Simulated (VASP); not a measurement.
Input of a VASP 6.6.1 run:

The input POSCAR:

```
Pt
1.0
   -1.6568552911      1.6568552911      1.4083269975
    1.6568552911     -1.6568552911      1.4083269975
    1.6568552911      1.6568552911     -1.4083269975
Pt
1
Direct
    0.0000000000      0.0000000000      0.0000000000
```

The input INCAR.step1:

```
SYSTEM = Pt
PREC = Accurate
ENCUT = 520
ISMEAR = 0
SIGMA = 0.15
LREAL = .FALSE.
LASPH = .TRUE.
NELM = 100
NBANDS = 11
GGA = PE
ALGO = Normal
EDIFF = 1E-4
LWAVE = .TRUE.
LCHARG = .FALSE.
```

The input INCAR.step2:

```
SYSTEM = Pt
PREC = Accurate
ENCUT = 520
EDIFF = 1E-7
ISMEAR = 0
SIGMA = 0.15
LREAL = .FALSE.
LASPH = .TRUE.
NELM = 100
ALGO = Normal
ISIF = 2
LWAVE = .FALSE.
LCHARG = .FALSE.
METAGGA = R2SCAN
LMIXTAU = .TRUE.
NBANDS = 11
ISTART = 1
```

KPOINTS

```
regular mesh
0
G
  30 30 30
  0 0 0
```

Potentials or basis: VASP PAW PBE potentials, release 64 (Pt).

Run with:

```bash
$ cat potpaw_PBE.64/Pt/POTCAR > POTCAR
$ cp INCAR.step1 INCAR
$ mpirun -np 1 vasp_std > vasp.out
$ cp INCAR.step2 INCAR
$ mpirun -np 1 vasp_std > vasp.out
```

**Question.** Predict the pressure.

**Answer.** 0.0 GPa.

**Question.** Estimate the band gap on the k mesh.

**Answer.** Zero (bands 5 and 6 overlap by 2.29 eV).

Stress tensor (GPa, compression positive):
```
 3.36  0.00  0.00
 0.00  3.36  0.00
 0.00  0.00 -6.80
```

Caveat: the stress differs along the axes, from -7 to 3 GPa; the PAW data sets were made with another functional, which shifts forces and pressure a little; spin-orbit coupling is left out, which moves the levels of the heavy elements.
